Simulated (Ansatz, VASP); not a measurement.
One calculation of HfN, two programs

Contents of INCAR:

```
ALGO = Normal
EDIFF = 1E-7
ENCUT = 520
GGA = PE
ISIF = 2
ISMEAR = -1
LASPH = T
LCHARG = F
LREAL = F
LWAVE = F
NBANDS = 14
NELM = 60
PREC = Accurate
SIGMA = 0.05
```

File KPOINTS:

```
k-points
0
Gamma
  10 10 10
```

File POSCAR:

```
HfN
1.0
    0.0000000000      2.2255097759      2.2255097759
    2.2255097759      0.0000000000      2.2255097759
    2.2255097759      2.2255097759      0.0000000000
Hf N
1 1
Direct
    0.0000000000      0.0000000000      0.0000000000
    0.5000000000      0.5000000000      0.5000000000
```

Contents of input.yaml:

```yaml
crystal:
  lattice:
    - [0.0, 2.2255097759, 2.2255097759]
    - [2.2255097759, 0.0, 2.2255097759]
    - [2.2255097759, 2.2255097759, 0.0]
  atoms:
    - { symbol: Hf, position: [0.0, 0.0, 0.0] }
    - { symbol: "N", position: [0.5, 0.5, 0.5] }
kpoints:
  mp_grid: { grid: [10, 10, 10] }
scf:
  occupations: { method: fermi_dirac, width: 0.05 }
hamiltonian:
  xc: pbe
  pseudopotentials: { kind: all_electron, lapw: { basis_error: 0.0005 } }
output:
  forces: true
  stress: true
  eigenvalues: true
```

Change from the starting cell: volume scaled by 0.96.

Alike in both runs: task single point; functional PBE; k mesh 10 × 10 × 10; occupations fermi-dirac, width 0.05 eV; no spin polarisation.

|  | VASP | Ansatz |
| --- | --- | --- |
| version | VASP 6.6.1 | Ansatz 0.2.0 |
| potentials or method | VASP PAW PBE potentials, release 64 (Hf_pv, N), cutoff 520 eV | all-electron LAPW, scalar-relativistic |

```tsv
	VASP	Ansatz	Ansatz less VASP
gap on the k mesh at the Fermi level (eV)	none	none	-
pressure (GPa)	17.0	19.6	+2.56
```

A gap of «none» marks a metal or a gap that the smearing closes. Ansatz ran all-electron here, and VASP with PAW potentials.

Spin-orbit coupling is off throughout.
